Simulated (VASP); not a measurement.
## Hg2SeO: single point with r2SCAN

The system is Hg2SeO.

```
O Hg Se
1.0
     4.07558    0.00000    0.00000
     0.00000    4.07558    0.00000
     0.00000    0.00000    5.51088
O Hg Se
1 2 1
Direct
  0.00000 0.00000 0.00000
  0.00000 0.50000 0.80509
  0.50000 0.00000 0.19491
  0.50000 0.50000 0.50000
```

```yaml
Program: VASP 6.6.1
Task: single point
Functional: r2SCAN
Potentials_or_basis: VASP PAW PBE potentials, release 64 (O, Hg, Se)
Cutoff: 660 eV
k_mesh: 4 × 4 × 4, shifted
Occupations: fermi-dirac, width 0.02 eV
Spin: no spin polarisation
Dipole_correction: no
Further_INCAR_settings: ALGO = Normal; EDIFF = 1e-06; NBANDS = 26
```

The pressure is 0.5 GPa. The largest force is 0.052 eV/Å and the band gap on the k mesh is 0.87 eV.

Forces in eV/Å, atoms in the order of the input:
```
O    0.000  0.000  0.000
Hg   0.000  0.000 -0.052
Hg   0.000  0.000  0.052
Se   0.000  0.000  0.000
```

Stress tensor (GPa, compression positive):
```
0.41 0.00 0.00
0.00 0.41 0.00
0.00 0.00 0.60
```

Levels at points of the mesh, in eV from the valence-band top:
| k point | band 16 | band 17 | band 18 | band 19 | band 20 | band 21 |
| --- | --- | --- | --- | --- | --- | --- |
| (0.12, 0.12, 0.12) | -1.62 | -0.19 | 0.00 | 0.87 | 4.28 | 5.50 |

It took 50 s on 1 thread of AMD EPYC 9R45 96-Core Processor (Zen 5) (shared host), peak memory 0.23 GiB.

Caveat: the PAW data sets were made with another functional, which shifts forces and pressure a little; spin-orbit coupling is left out, which moves the levels of the heavy elements; a shifted mesh leaves out Γ, where band edges can lie. A k mesh can miss the band edges.
